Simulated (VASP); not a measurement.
# BaZnSbCl (P4/nmm) in VASP: a series of runs

BaZnSbCl is run at these levels: revPBE, PBE; tasks: single point.

All numbers are computed with VASP 6.6.1; they aren't measurements. Logs are shortened: lines on timing, memory, paths and dates and some standing lists are left out, and cuts for length are marked.

## (1) The cell of the first run

It takes space group P4/nmm (No. 129, tetragonal). Conventional cell: a = 4.702 Å, b = 4.702 Å, c = 10.360 Å, α = 90.00°, β = 90.00°, γ = 90.00°. Within 3.9 Å of Ba (site symmetry 4mm) lie 4 Cl at 2.81 Å and 4 Sb at 3.84 Å. Within 3.7 Å of Cl (site symmetry -4m2) lie 4 Ba at 2.81 Å and 4 Cl at 3.32 Å. Within 3.8 Å of Zn (site symmetry -4m2) lie 4 Sb at 2.91 Å and 4 Zn at 3.32 Å. Sb (site symmetry 4mm) has 4 Zn at 2.91 Å and 4 Ba at 3.84 Å within 3.9 Å.

## (2) Single point, revPBE

INCAR reads:

```
  PREC = Accurate
  ENCUT = 500
  EDIFF = 1E-6
  ISMEAR = -1
  SIGMA = 0.1
  LREAL = False
  LASPH = True
  NELM = 120
  ALGO = Normal
  ISIF = 2
  LWAVE = False
  LCHARG = False
  GGA = RE
  NBANDS = 54
  GGA_COMPAT = False
```

KPOINTS reads:

```
Automatic mesh
0
Gamma
  4 4 2
```

POSCAR reads:

```
BaZnSbCl
1.0
    4.7021810000      0.0000000000      0.0000000000
    0.0000000000      4.7021810000      0.0000000000
    0.0000000000      0.0000000000     10.3602020000
Ba Cl Zn Sb
2 2 2 2
Direct
    0.7500000000      0.7500000000      0.3507900000
    0.2500000000      0.2500000000      0.6492100000
    0.2500000000      0.7500000000      0.5000000000
    0.7500000000      0.2500000000      0.5000000000
    0.2500000000      0.7500000000      0.0000000000
    0.7500000000      0.2500000000      0.0000000000
    0.2500000000      0.2500000000      0.1660400000
    0.7500000000      0.7500000000      0.8339600000
```

Potentials or basis: VASP PAW PBE potentials, release 64 (Ba_sv, Cl, Zn, Sb_d_GW).

Command:

```bash
cat potpaw_PBE.64/Ba_sv/POTCAR potpaw_PBE.64/Cl/POTCAR potpaw_PBE.64/Zn/POTCAR potpaw_PBE.64/Sb_d_GW/POTCAR > POTCAR
mpirun -np 1 vasp_std > vasp.out
```

OUTCAR:

```text
PREC = Accurate
   ENCUT = 500
   EDIFF = 1E-6
   ISMEAR = -1
   LREAL = False
   LASPH = True
   NELM = 120
   ISIF = 2
   GGA = RE

 ion  position               nearest neighbor table
   1  0.750  0.750  0.351-   3 2.81   4 2.81   4 2.81   3 2.81   7 3.84   7 3.84   7 3.84   7 3.84
                             2 4.54   2 4.54   2 4.54   2 4.54
   2  0.250  0.250  0.649-   3 2.81   4 2.81   3 2.81   4 2.81   8 3.84   8 3.84   8 3.84   8 3.84
                             1 4.54   1 4.54   1 4.54   1 4.54
   3  0.250  0.750  0.500-   1 2.81   2 2.81   2 2.81   1 2.81
   4  0.750  0.250  0.500-   1 2.81   2 2.81   1 2.81   2 2.81
   5  0.250  0.750  0.000-   7 2.91   8 2.91   7 2.91   8 2.91
   6  0.750  0.250  0.000-   7 2.91   8 2.91   8 2.91   7 2.91
   7  0.250  0.250  0.166-   5 2.91   6 2.91   5 2.91   6 2.91   1 3.84   1 3.84   1 3.84   1 3.84

   8  0.750  0.750  0.834-   5 2.91   6 2.91   6 2.91   5 2.91   2 3.84   2 3.84   2 3.84   2 3.84

  LATTYP: Found a simple tetragonal cell.
 ALAT       =     4.7021810000
 C/A-ratio  =     2.2032758841

  Lattice vectors:

 A1 = (   4.7021810000,   0.0000000000,   0.0000000000)
 A2 = (   0.0000000000,   4.7021810000,   0.0000000000)
 A3 = (   0.0000000000,   0.0000000000,  10.3602020000)

Analysis of symmetry for initial positions (statically):
=====================================================================
 Subroutine PRICEL returns:
 Original cell was already a primitive cell.

 Routine SETGRP: Setting up the symmetry group for a
 simple tetragonal supercell.

 Subroutine GETGRP returns: Found 16 space group operations
 (whereof  4 operations were pure point group operations)
 out of a pool of 16 trial point group operations.

The static configuration has the point symmetry C_2h.
 The point group associated with its full space group is D_4h.

Analysis of symmetry for dynamics (positions and initial velocities):
=====================================================================
 Subroutine PRICEL returns:
 Original cell was already a primitive cell.

 Routine SETGRP: Setting up the symmetry group for a
 simple tetragonal supercell.

 Subroutine GETGRP returns: Found 16 space group operations
 (whereof  4 operations were pure point group operations)
 out of a pool of 16 trial point group operations.

The dynamic configuration has the point symmetry C_2h.
 The point group associated with its full space group is D_4h.

 Subroutine INISYM returns: Found 16 space group operations
 (whereof  4 operations are pure point group operations),
 and found     1 'primitive' translations

----------------------------------------------------------------------------------------

                                     Primitive cell

  volume of cell :     229.0693

  direct lattice vectors                    reciprocal lattice vectors
     4.702181000  0.000000000  0.000000000     0.212667271  0.000000000  0.000000000
     0.000000000  4.702181000  0.000000000     0.000000000  0.212667271  0.000000000
     0.000000000  0.000000000 10.360202000     0.000000000  0.000000000  0.096523215

  length of vectors
     4.702181000  4.702181000 10.360202000     0.212667271  0.212667271  0.096523215

  position of ions in fractional coordinates (direct lattice)
     0.750000000  0.750000000  0.350790000
     0.250000000  0.250000000  0.649210000
     0.250000000  0.750000000  0.500000000
     0.750000000  0.250000000  0.500000000
     0.250000000  0.750000000  0.000000000
     0.750000000  0.250000000  0.000000000
     0.250000000  0.250000000  0.166040000
     0.750000000  0.750000000  0.833960000

  ion indices of the primitive-cell ions
   primitive index   ion index
                 1           1
                 2           2
                 3           3
                 4           4
                 5           5
                 6           6
                 7           7
                 8           8

----------------------------------------------------------------------------------------

 KPOINTS: Automatic mesh

Automatic generation of k-mesh.
 Grid dimensions read from file:
 generate k-points for:    4    4    2

 Generating k-lattice:

  Cartesian coordinates                     Fractional coordinates (reciprocal lattice)
     0.053166818  0.000000000  0.000000000     0.250000000  0.000000000  0.000000000
     0.000000000  0.053166818  0.000000000     0.000000000  0.250000000  0.000000000
     0.000000000  0.000000000  0.048261607     0.000000000  0.000000000  0.500000000

  Length of vectors
     0.053166818  0.053166818  0.048261607

  Shift w.r.t. Gamma in fractional coordinates (k-lattice)
     0.000000000  0.000000000  0.000000000

 Subroutine IBZKPT returns following result:
 ===========================================

 Found     12 irreducible k-points:

 Following reciprocal coordinates:
            Coordinates               Weight
  0.000000  0.000000  0.000000      1.000000
  0.250000  0.000000  0.000000      4.000000
  0.500000  0.000000  0.000000      2.000000
  0.250000  0.250000  0.000000      4.000000
  0.500000  0.250000  0.000000      4.000000
  0.500000  0.500000  0.000000      1.000000
  0.000000  0.000000  0.500000      1.000000
  0.250000  0.000000  0.500000      4.000000
  0.500000  0.000000  0.500000      2.000000
  0.250000  0.250000  0.500000      4.000000
  0.500000  0.250000  0.500000      4.000000
  0.500000  0.500000  0.500000      1.000000
   k-points           NKPTS =     12   k-points in BZ     NKDIM =     12   number of bands    NBANDS=     54
   number of dos      NEDOS =    301   number of ions     NIONS =      8
   total plane-waves  NPLWV = 103680
   dimension x,y,z NGX =    36 NGY =   36 NGZ =   80
   dimension x,y,z NGXF=    72 NGYF=   72 NGZF=  160
   ions per type =               2   2   2   2
   NGX,Y,Z   is equivalent  to a cutoff of  12.73, 12.73, 12.84 a.u.
   NGXF,Y,Z  is equivalent  to a cutoff of  25.46, 25.46, 25.67 a.u.
 SYSTEM =  unknown system
   PREC   = accura    normal or accurate (medium, high low for compatibility)
   ISTART =      0    job   : 0-new  1-cont  2-samecut
   ICHARG =      2    charge: 1-file 2-atom 10-const
   ISPIN  =      1    spin polarized calculation?
   LNONCOLLINEAR =      F non collinear calculations
   LSORBIT =      F    spin-orbit coupling
   LASPH  =      T    aspherical Exc in radial PAW
   ENCUT  =  500.0 eV  36.75 Ry    6.06 a.u.   8.57  8.57 18.89*2*pi/ulx,y,z
   NELM   =    120;   NELMIN=  2; NELMDL= -5     # of ELM steps
   EDIFF  = 0.1E-05   stopping-criterion for ELM
   LREAL  =      F    real-space projection
   EDIFFG = 0.1E-04   stopping-criterion for IOM
   NSW    =      0    number of steps for IOM
   IBRION =     -1    ionic relax: 0-MD 1-quasi-New 2-CG
   NFREE  =      0    steps in history (QN), initial steepest desc. (CG)
   ISIF   =      2    stress and relaxation
   ISYM   =      2    0-nonsym 1-usesym 2-fastsym
   POTIM  = 0.5000    time-step for ionic-motion
   TEBEG  =    0.0;   TEEND  =   0.0 temperature during run
   PSTRESS=    0.0 pullay stress
   NELECT =      88.0000    total number of electrons
   NUPDOWN=      -1.0000    fix difference up-down
   EMIN   =  10.00;   EMAX   =-10.00  energy-range for DOS
   EFERMI =   0.00;   METHOD = LEGACY
   ISMEAR =    -1;   SIGMA  =   0.10  broadening in eV -4-tet -1-fermi 0-gaus
   EFERMI_NEDOS =   21; number of points for ismear=-14 and -15
   IALGO  =     38    algorithm
   IMIX   =      4    mixing-type and parameters
     AMIX     =   0.40;   BMIX     =  1.00
     AMIX_MAG =   1.60;   BMIX_MAG =  1.00
  volume/ion in A,a.u.               =      28.63       193.23
  Fermi-wavevector in a.u.,A,eV,Ry     =   1.190091  2.248945 19.270150  1.416316
  Thomas-Fermi vector in A             =   2.326183
   LORBIT       =      0    0 simple, 1 ext, 2 COOP (PROOUT), +10 PAW based schemes
   GGA     = RE    functional components
   LHFCALC =     F    Hartree Fock is set to
   AEXX    =    0.0000 exact exchange contribution
   IVDW    =     0    specifies the selected vdW correction
   LEPSILON=     F    determine dielectric tensor
   LRPA    =     F    only Hartree local field effects (RPA)
 non-spin polarized calculation
  energy-cutoff  :      500.00
  volume of cell :      229.07
 maximum number of plane-waves:      5852
 NGX is ok and might be reduce to    36
   NGX = 17   NGY = 17   NGZ = 37

 number of electron      87.9999924 magnetization

 Free energy of the ion-electron system (eV)
  ---------------------------------------------------
  ext. energy  EPLUGINS =         0.00000000
  ---------------------------------------------------
  free energy    TOTEN  =       -23.99377162 eV

  energy without entropy =      -23.96075092  energy(sigma->0) =      -23.97726127

 E-fermi :   3.6937     XC(G=0):  -9.1055

 val. band max:        3.6416900216   @ k =   0.0000   0.0000   0.0000
 cond. band min:       4.2826171451   @ k =   0.2500   0.0000   0.5000
 fundamental gap:      0.6409271235
 Fermi energy:         3.6936723849

 k-point     1 :       0.0000    0.0000    0.0000
  band No.  band energies     occupation
      1     -24.7897      2.00000
      2     -24.7172      2.00000
      3     -24.5259      2.00000
      4     -24.5254      2.00000
      5     -24.5242      2.00000
      6     -24.5238      2.00000
[... 46 lines left out ...]
     53       7.5289      0.00000
     54       7.5724      0.00000

 k-point     2 :       0.2500    0.0000    0.0000
  band No.  band energies     occupation
      1     -24.7706      2.00000
      2     -24.7194      2.00000
      3     -24.5252      2.00000
      4     -24.5249      2.00000
      5     -24.5243      2.00000
      6     -24.5241      2.00000
[... 46 lines left out ...]
     53       7.3560      0.00000
     54       7.5543      0.00000
[... 511 lines left out ...]
     53       7.5643      0.00000
     54       7.5652      0.00000

 k-point    12 :       0.5000    0.5000    0.5000
  band No.  band energies     occupation
      1     -24.7193      2.00000
      2     -24.7193      2.00000
      3     -24.5233      2.00000
      4     -24.5233      2.00000
      5     -24.5220      2.00000
      6     -24.5220      2.00000
[... 46 lines left out ...]
     53       8.7016      0.00000
     54       8.7972      0.00000

------------------------ aborting loop because EDIFF is reached ----------------------------------------

  FORCE on cell =-STRESS in cart. coord.  units (eV):
  Direction    XX          YY          ZZ          XY          YZ          ZX
  --------------------------------------------------------------------------------------
  -------------------------------------------------------------------------------------
  Total        9.0110697      9.0110697      6.7955847      0.0000000      0.0000000     -0.0000000
  in kB       63.0260406     63.0260406     47.5302947      0.0000000      0.0000000     -0.0000000
  external PRESSURE =      57.8607919 kB  Pullay stress =       0.0000000 kB

 VOLUME and BASIS-vectors are now :
 -----------------------------------------------------------------------------
  energy-cutoff  :      500.00
  volume of cell :      229.07
      direct lattice vectors                 reciprocal lattice vectors
     4.702181000  0.000000000  0.000000000     0.212667271  0.000000000  0.000000000
     0.000000000  4.702181000  0.000000000     0.000000000  0.212667271  0.000000000
     0.000000000  0.000000000 10.360202000     0.000000000  0.000000000  0.096523215

 POSITION                                       TOTAL-FORCE (eV/Angst)
 -----------------------------------------------------------------------------------
      3.52664      3.52664      3.63426        -0.000000      0.000000     -3.483737
      1.17555      1.17555      6.72595        -0.000000      0.000000      3.483737
      1.17555      3.52664      5.18010        -0.000000     -0.000000      0.000000
      3.52664      1.17555      5.18010         0.000000      0.000000      0.000000
      1.17555      3.52664      0.00000        -0.000000      0.000000     -0.000000
      3.52664      1.17555      0.00000        -0.000000      0.000000      0.000000
      1.17555      1.17555      1.72021        -0.000000     -0.000000     -0.543164
      3.52664      3.52664      8.63999        -0.000000      0.000000      0.543164
 -----------------------------------------------------------------------------------
    total drift:                                0.000000      0.000000      0.000000

  FREE ENERGIE OF THE ION-ELECTRON SYSTEM (eV)
  ---------------------------------------------------
  free  energy   TOTEN  =       -23.9937716167 eV

  energy  without entropy=      -23.9607509179  energy(sigma->0) =      -23.97726127
```

Run time: 1.8 min. Hardware: 1 thread of Intel Xeon 6975P-C (Granite Rapids), shared host; peak memory 0.4 GiB.

What came out:

```yaml
Free_energy: -23.9938 eV
Pressure: 5.8 GPa
Largest_force: 3.484 eV/Å
Band_gap_on_the_k_mesh: zero (bands 44 and 45 overlap by 0.07 eV)
```

Forces on the atoms (eV/Å):
```
Ba   0.000  0.000 -3.484
Ba   0.000  0.000  3.484
Cl   0.000  0.000  0.000
Cl   0.000  0.000  0.000
Zn   0.000  0.000  0.000
Zn   0.000  0.000  0.000
Sb   0.000  0.000 -0.543
Sb   0.000  0.000  0.543
```

Levels at points of the mesh, in eV from the Fermi level:
| k point | band 41 | band 42 | band 43 | band 44 | band 45 | band 46 | band 47 | band 48 |
| --- | --- | --- | --- | --- | --- | --- | --- | --- |
| (0.00, 0.00, 0.00) | -1.63 | -0.54 | -0.44 | -0.05 | -0.05 | 1.22 | 1.62 | 2.03 |
| (0.50, 0.00, 0.00) | -1.25 | -1.25 | -0.70 | -0.70 | 1.21 | 1.21 | 2.30 | 2.30 |
| (0.50, 0.50, 0.00) | -2.20 | -2.20 | -2.04 | -2.04 | 1.36 | 1.36 | 1.78 | 1.78 |
| (0.00, 0.00, 0.50) | -1.60 | -0.96 | -0.49 | -0.12 | -0.12 | 1.40 | 1.69 | 2.03 |
| (0.50, 0.00, 0.50) | -1.13 | -1.13 | -0.68 | -0.68 | 1.10 | 1.10 | 2.53 | 2.53 |
| (0.50, 0.50, 0.50) | -2.20 | -2.20 | -1.98 | -1.98 | 1.39 | 1.39 | 1.80 | 1.80 |

Caveat: the cell stands under pressure; semilocal functionals underestimate gaps, and a narrow one can read as zero; the PAW data sets were made with another functional, which shifts forces and pressure a little; spin-orbit coupling is left out, which moves the levels of the heavy elements.

## (3) Single point, PBE

INCAR reads:

```
SYSTEM = BaZnSbCl
  PREC = Accurate
  ENCUT = 500
  EDIFF = 1E-6
  ISMEAR = -1
  SIGMA = 0.1
  LREAL = .False.
  LASPH = .True.
  NELM = 120
  ALGO = Normal
  ISIF = 2
  LWAVE = .False.
  LCHARG = .True.
  GGA = PE
  LELF = .True.
  LVHAR = .True.
  NBANDS = 54
  GGA_COMPAT = .False.
```

KPOINTS reads:

```
Automatic mesh
0
Gamma
  4 4 2
  0 0 0
```

POSCAR is that of step 2.

Potentials or basis: VASP PAW PBE potentials, release 64 (Ba_sv, Cl, Zn, Sb_d_GW).

Command:

```bash
cat potpaw_PBE.64/Ba_sv/POTCAR potpaw_PBE.64/Cl/POTCAR potpaw_PBE.64/Zn/POTCAR potpaw_PBE.64/Sb_d_GW/POTCAR > POTCAR
mpirun -np 1 vasp_std > vasp.out
```

Run time: 1.9 min. Hardware: 1 thread of Intel Xeon 6975P-C (Granite Rapids), shared host; peak memory 0.4 GiB.

The run converged. Its results:

```
Free energy            : -26.2349 eV
Pressure               : 4.5 GPa
Largest force          : 3.382 eV/Å
Band gap on the k mesh : zero (bands 44 and 45 overlap by 0.07 eV)
```

Forces in eV/Å, atoms in the order of the input:
```
Ba   0.000  0.000 -3.382
Ba   0.000  0.000  3.382
Cl   0.000  0.000  0.000
Cl   0.000  0.000  0.000
Zn   0.000  0.000  0.000
Zn   0.000  0.000  0.000
Sb   0.000  0.000 -0.578
Sb   0.000  0.000  0.578
```

Stress tensor (GPa, compression positive):
```
4.97 0.00 0.00
0.00 4.97 0.00
0.00 0.00 3.52
```

Levels at points of the mesh, in eV from the Fermi level:
```tsv
k point	band 40	band 41	band 42	band 43	band 44	band 45	band 46	band 47	band 48	band 49
(0.00, 0.00, 0.00)	-1.63	-1.63	-0.60	-0.43	-0.05	-0.05	1.16	1.53	1.99	2.50
(0.50, 0.00, 0.00)	-4.10	-1.25	-1.25	-0.70	-0.70	1.16	1.16	2.24	2.24	2.87
(0.50, 0.50, 0.00)	-4.31	-2.21	-2.21	-2.05	-2.05	1.33	1.33	1.72	1.72	3.67
(0.00, 0.00, 0.50)	-1.59	-1.59	-0.98	-0.54	-0.12	-0.12	1.34	1.65	1.99	2.20
(0.50, 0.00, 0.50)	-4.12	-1.13	-1.13	-0.68	-0.68	1.05	1.05	2.48	2.48	2.54
(0.50, 0.50, 0.50)	-4.31	-2.20	-2.20	-1.99	-1.99	1.36	1.36	1.74	1.74	3.09
```

Caveat: the cell stands under pressure; semilocal functionals underestimate gaps, and a narrow one can read as zero; spin-orbit coupling is left out, which moves the levels of the heavy elements; forces of over 1 eV/Å act on the atoms, so gaps and moduli don't describe the material at rest.

The gap in the log of VASP goes by the Fermi energy; the results here count the filled bands.